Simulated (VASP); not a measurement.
# SiO2 (I-42d) in VASP: a series of runs

SiO2 is run at these levels: PBE; tasks: single point.

Everything below comes from runs of VASP 6.6.1. Logs are shortened: lines on timing, memory, paths and dates and some standing lists are left out, and cuts for length are marked.

### 1 The cell of the first run

Symmetry: I-42d, No. 122, tetragonal system. Conventional cell: a = 5.027 Å, b = 5.027 Å, c = 7.379 Å, α = 90.00°, β = 90.00°, γ = 90.00°. Within 2.3 Å of Si (site symmetry -4) lie 4 O at 1.74 Å. O (site symmetry 2) has 2 Si at 1.74 Å within 2.3 Å.

### 2 Single point, PBE (atoms displaced along a vibrational mode)

Input file INCAR:

```
PREC     = Accurate       # precision mode
ENCUT    = 520            # plane-wave cutoff, eV
EDIFF    = 1E-7           # SCF threshold, eV
ISMEAR   = 0              # smearing method
SIGMA    = 0.05           # smearing width, eV
LREAL    = False          # projectors in reciprocal space
LASPH    = True           # aspherical terms in the spheres
NELM     = 60             # most SCF steps
ALGO     = Normal         # electronic algorithm
ISIF     = 2              # what is computed and relaxed
LWAVE    = False          # write WAVECAR
LCHARG   = False          # write CHGCAR
GGA      = PE             # functional
NBANDS   = 25             # bands
```

Input file KPOINTS:

```
Automatic mesh
0
Gamma
  6 6 6
```

Input file POSCAR:

```
SiO2
1.0
   -2.5133692696      2.5133692696      3.6893906705
    2.5133692696     -2.5133692696      3.6893906705
    2.5133692696      2.5133692696     -3.6893906705
Si O
2 4
Direct
    0.0000000000      0.0000000000      0.0000000000
    0.7500000000      0.2500000000      0.5000000000
    1.0266921045      0.6250000000      0.9016921045
    0.3750000000      0.2766921045      0.4016921045
    0.7233078955      0.1250000000      0.0983078955
    0.8750000000     -0.0266921045      0.5983078955
```

Potentials or basis: VASP PAW PBE potentials, release 64 (Si, O).

Command:

```console
$ cat potpaw_PBE.64/Si/POTCAR potpaw_PBE.64/O/POTCAR > POTCAR
$ mpirun -np 1 vasp_std > vasp.out
```

OUTCAR:

```text
PREC = Accurate
   ENCUT = 520
   EDIFF = 1E-7
   ISMEAR = 0
   LREAL = False
   LASPH = True
   NELM = 60
   ISIF = 2
   GGA = PE

 ion  position               nearest neighbor table
   1  0.000  0.000  0.000-   5 1.74   4 1.74   3 1.74   6 1.74   2 3.12   2 3.12   2 3.12   2 3.12

   2  0.750  0.250  0.500-   6 1.74   4 1.74   5 1.74   3 1.74   1 3.12   1 3.12   1 3.12   1 3.12

   3  0.027  0.625  0.902-   1 1.74   2 1.74
   4  0.375  0.277  0.402-   1 1.74   2 1.74
   5  0.723  0.125  0.098-   1 1.74   2 1.74
   6  0.875  0.973  0.598-   2 1.74   1 1.74

  LATTYP: Found a body centered tetragonal cell.
 ALAT       =     5.0267385392
 C/A-ratio  =     1.4679063340

  Lattice vectors:

 A1 = (  -2.5133692696,   2.5133692696,   3.6893906705)
 A2 = (   2.5133692696,  -2.5133692696,   3.6893906705)
 A3 = (   2.5133692696,   2.5133692696,  -3.6893906705)

Analysis of symmetry for initial positions (statically):
=====================================================================
 Subroutine PRICEL returns:
 Original cell was already a primitive cell.

 Routine SETGRP: Setting up the symmetry group for a
 body centered tetragonal supercell.

 Subroutine GETGRP returns: Found  8 space group operations
 (whereof  4 operations were pure point group operations)
 out of a pool of 16 trial point group operations.

The static configuration has the point symmetry S_4 .
 The point group associated with its full space group is D_2d.

Analysis of symmetry for dynamics (positions and initial velocities):
=====================================================================
 Subroutine PRICEL returns:
 Original cell was already a primitive cell.

 Routine SETGRP: Setting up the symmetry group for a
 body centered tetragonal supercell.

 Subroutine GETGRP returns: Found  8 space group operations
 (whereof  4 operations were pure point group operations)
 out of a pool of 16 trial point group operations.

The dynamic configuration has the point symmetry S_4 .
 The point group associated with its full space group is D_2d.

 Subroutine INISYM returns: Found  8 space group operations
 (whereof  4 operations are pure point group operations),
 and found     1 'primitive' translations

----------------------------------------------------------------------------------------

                                     Primitive cell

  volume of cell :      93.2239

  direct lattice vectors                    reciprocal lattice vectors
    -2.513369270  2.513369270  3.689390670     0.000000000  0.198936148  0.135523734
     2.513369270 -2.513369270  3.689390670     0.198936148  0.000000000  0.135523734
     2.513369270  2.513369270 -3.689390670     0.198936148  0.198936148  0.000000000

  length of vectors
     5.123051209  5.123051209  5.123051209     0.240712013  0.240712013  0.281338198

  position of ions in fractional coordinates (direct lattice)
     0.000000000  0.000000000  0.000000000
     0.750000000  0.250000000  0.500000000
     0.026692105  0.625000000  0.901692105
     0.375000000  0.276692105  0.401692105
     0.723307895  0.125000000  0.098307895
     0.875000000  0.973307895  0.598307895

  ion indices of the primitive-cell ions
   primitive index   ion index
                 1           1
                 2           2
                 3           3
                 4           4
                 5           5
                 6           6

----------------------------------------------------------------------------------------

 KPOINTS: Automatic mesh

Automatic generation of k-mesh.
 Grid dimensions read from file:
 generate k-points for:    6    6    6

 Generating k-lattice:

  Cartesian coordinates                     Fractional coordinates (reciprocal lattice)
     0.000000000  0.033156025  0.022587289     0.166666667  0.000000000  0.000000000
     0.033156025  0.000000000  0.022587289     0.000000000  0.166666667  0.000000000
     0.033156025  0.033156025  0.000000000     0.000000000  0.000000000  0.166666667

  Length of vectors
     0.040118669  0.040118669  0.046889700

  Shift w.r.t. Gamma in fractional coordinates (k-lattice)
     0.000000000  0.000000000  0.000000000

 Subroutine IBZKPT returns following result:
 ===========================================

 Found     30 irreducible k-points:

 Following reciprocal coordinates:
            Coordinates               Weight
  0.000000  0.000000  0.000000      1.000000
  0.166667  0.000000  0.000000      8.000000
  0.333333 -0.000000  0.000000      8.000000
  0.500000  0.000000  0.000000      4.000000
  0.166667  0.166667  0.000000      8.000000
  0.333333  0.166667  0.000000     16.000000
[... 16 lines left out ...]
 -0.333333 -0.333333  0.166667      8.000000
 -0.166667 -0.333333  0.166667      8.000000
 [... further k-points ...]
   k-points           NKPTS =     30   k-points in BZ     NKDIM =     30   number of bands    NBANDS=     25
   number of dos      NEDOS =    301   number of ions     NIONS =      6
   total plane-waves  NPLWV =  64000
   dimension x,y,z NGX =    40 NGY =   40 NGZ =   40
   dimension x,y,z NGXF=    80 NGYF=   80 NGZF=   80
   ions per type =               2   4
   NGX,Y,Z   is equivalent  to a cutoff of  12.98, 12.98, 12.98 a.u.
   NGXF,Y,Z  is equivalent  to a cutoff of  25.96, 25.96, 25.96 a.u.
 SYSTEM =  unknown system
   PREC   = accura    normal or accurate (medium, high low for compatibility)
   ISTART =      0    job   : 0-new  1-cont  2-samecut
   ICHARG =      2    charge: 1-file 2-atom 10-const
   ISPIN  =      1    spin polarized calculation?
   LNONCOLLINEAR =      F non collinear calculations
   LSORBIT =      F    spin-orbit coupling
   LASPH  =      T    aspherical Exc in radial PAW
   ENCUT  =  520.0 eV  38.22 Ry    6.18 a.u.   9.53  9.53  9.53*2*pi/ulx,y,z
   NELM   =     60;   NELMIN=  2; NELMDL= -5     # of ELM steps
   EDIFF  = 0.1E-06   stopping-criterion for ELM
   LREAL  =      F    real-space projection
   EDIFFG = 0.1E-05   stopping-criterion for IOM
   NSW    =      0    number of steps for IOM
   IBRION =     -1    ionic relax: 0-MD 1-quasi-New 2-CG
   NFREE  =      0    steps in history (QN), initial steepest desc. (CG)
   ISIF   =      2    stress and relaxation
   ISYM   =      2    0-nonsym 1-usesym 2-fastsym
   POTIM  = 0.5000    time-step for ionic-motion
   TEBEG  =    0.0;   TEEND  =   0.0 temperature during run
   PSTRESS=    0.0 pullay stress
   NELECT =      32.0000    total number of electrons
   NUPDOWN=      -1.0000    fix difference up-down
   EMIN   =  10.00;   EMAX   =-10.00  energy-range for DOS
   EFERMI =   0.00;   METHOD = LEGACY
   ISMEAR =     0;   SIGMA  =   0.05  broadening in eV -4-tet -1-fermi 0-gaus
   EFERMI_NEDOS =   21; number of points for ismear=-14 and -15
   IALGO  =     38    algorithm
   IMIX   =      4    mixing-type and parameters
     AMIX     =   0.40;   BMIX     =  1.00
     AMIX_MAG =   1.60;   BMIX_MAG =  1.00
  volume/ion in A,a.u.               =      15.54       104.85
  Fermi-wavevector in a.u.,A,eV,Ry     =   1.146258  2.166114 17.876798  1.313908
  Thomas-Fermi vector in A             =   2.282943
   LORBIT       =      0    0 simple, 1 ext, 2 COOP (PROOUT), +10 PAW based schemes
   GGA     = PE    functional components
   LHFCALC =     F    Hartree Fock is set to
   AEXX    =    0.0000 exact exchange contribution
   IVDW    =     0    specifies the selected vdW correction
   LEPSILON=     F    determine dielectric tensor
   LRPA    =     F    only Hartree local field effects (RPA)
 non-spin polarized calculation
 Gauss-broadening in eV      SIGMA  =   0.05
  energy-cutoff  :      520.00
  volume of cell :       93.22
 maximum number of plane-waves:      2531
 NGX is ok and might be reduce to    40
   NGX = 19   NGY = 19   NGZ = 19

 number of electron      31.9999992 magnetization

 Free energy of the ion-electron system (eV)
  ---------------------------------------------------
  ext. energy  EPLUGINS =         0.00000000
  ---------------------------------------------------
  free energy    TOTEN  =       -46.23107666 eV

  energy without entropy =      -46.23107666  energy(sigma->0) =      -46.23107666

 E-fermi :  -0.5321     XC(G=0):  -8.3148

 val. band max:       -0.8014843042   @ k =   0.5000   0.5000   0.5000
 cond. band min:       3.9085270116   @ k =   0.0000   0.0000   0.0000
 fundamental gap:      4.7100113159
 Fermi energy:        -0.5321244852

 k-point     1 :       0.0000    0.0000    0.0000
  band No.  band energies     occupation
      1     -18.9151      2.00000
      2     -17.2926      2.00000
      3     -17.2926      2.00000
      4     -17.0759      2.00000
      5      -8.5788      2.00000
      6      -5.4249      2.00000
[... 17 lines left out ...]
     24      10.0771      0.00000
     25      11.2631      0.00000

 k-point     2 :       0.1667    0.0000    0.0000
  band No.  band energies     occupation
      1     -18.8410      2.00000
      2     -17.3635      2.00000
      3     -17.2987      2.00000
      4     -17.1162      2.00000
      5      -8.4360      2.00000
      6      -5.5111      2.00000
[... 17 lines left out ...]
     24      10.5928      0.00000
     25      11.2149      0.00000

 k-point     3 :       0.3333   -0.0000    0.0000
  band No.  band energies     occupation
      1     -18.6542      2.00000
      2     -17.5793      2.00000
      3     -17.3089      2.00000
      4     -17.1615      2.00000
      5      -8.0971      2.00000
      6      -5.8006      2.00000
[... 552 lines left out ...]
 k-point    23 :      -0.3333   -0.3333    0.1667
  band No.  band energies     occupation
      1     -18.4669      2.00000
      2     -17.7261      2.00000
      3     -17.3154      2.00000
      4     -17.2671      2.00000
      5      -7.6875      2.00000
      6      -6.1406      2.00000
[... 17 lines left out ...]
     24      11.2249      0.00000
     25      12.1221      0.00000

 k-point    24 :      -0.1667   -0.3333    0.1667
  band No.  band energies     occupation
      1     -18.6503      2.00000
      2     -17.5075      2.00000
      3     -17.3131      2.00000
      4     -17.2466      2.00000
      5      -8.0420      2.00000
      6      -5.6786      2.00000
[... 17 lines left out ...]
     24      11.2182      0.00000
     25      11.8575      0.00000

 [... further k-points ...]

------------------------ aborting loop because EDIFF is reached ----------------------------------------

  FORCE on cell =-STRESS in cart. coord.  units (eV):
  Direction    XX          YY          ZZ          XY          YZ          ZX
  --------------------------------------------------------------------------------------
  -------------------------------------------------------------------------------------
  Total      -12.3870500    -12.3870500     -9.1123956      0.0000000      0.0000000      0.0000000
  in kB     -212.8880255   -212.8880255   -156.6087093      0.0000000      0.0000000      0.0000000
  external PRESSURE =    -194.1282534 kB  Pullay stress =       0.0000000 kB

 VOLUME and BASIS-vectors are now :
 -----------------------------------------------------------------------------
  energy-cutoff  :      520.00
  volume of cell :       93.22
      direct lattice vectors                 reciprocal lattice vectors
    -2.513369270  2.513369270  3.689390670     0.000000000  0.198936148  0.135523734
     2.513369270 -2.513369270  3.689390670     0.198936148  0.000000000  0.135523734
     2.513369270  2.513369270 -3.689390670     0.198936148  0.198936148  0.000000000

 POSITION                                       TOTAL-FORCE (eV/Angst)
 -----------------------------------------------------------------------------------
      0.00000      0.00000      0.00000        -0.000000      0.000000      0.000000
      0.00000      2.51337      1.84470         0.000000      0.000000     -0.000000
      3.77005      0.76252     -0.92235         0.000000     -2.258434     -0.000000
      0.76252      1.25668      0.92235        -2.258434      0.000000     -0.000000
     -1.25668      1.75085      2.76704         0.000000      2.258434      0.000000
      1.75085      1.25668      4.61174         2.258434      0.000000      0.000000
 -----------------------------------------------------------------------------------
    total drift:                                0.000002      0.000002      0.000002

  FREE ENERGIE OF THE ION-ELECTRON SYSTEM (eV)
  ---------------------------------------------------
  free  energy   TOTEN  =       -46.2310766604 eV

  energy  without entropy=      -46.2310766604  energy(sigma->0) =      -46.23107666
```

Run time: 1.9 min. Hardware: 1 thread of Intel Xeon 8259CL, shared host; peak memory 0.25 GiB.

Results:

| Property | Result |
| --- | --- |
| Free energy | -46.2311 eV |
| Pressure | -19.4 GPa |
| Largest force | 2.258 eV/Å |
| Band gap on the k mesh | 4.71 eV (least direct gap 4.83 eV) |

Forces on the atoms (eV/Å):
```
Si   0.000  0.000  0.000
Si   0.000  0.000  0.000
O    0.000 -2.258  0.000
O   -2.258  0.000  0.000
O    0.000  2.258  0.000
O    2.258  0.000  0.000
```

Caveat: the cell differs from its parent crystal (atoms displaced along a vibrational mode); the cell stands under tension; forces of over 1 eV/Å act on the atoms, so gaps and moduli don't describe the material at rest. A k mesh can miss the band edges.

(Continued in part 2 of 3.)
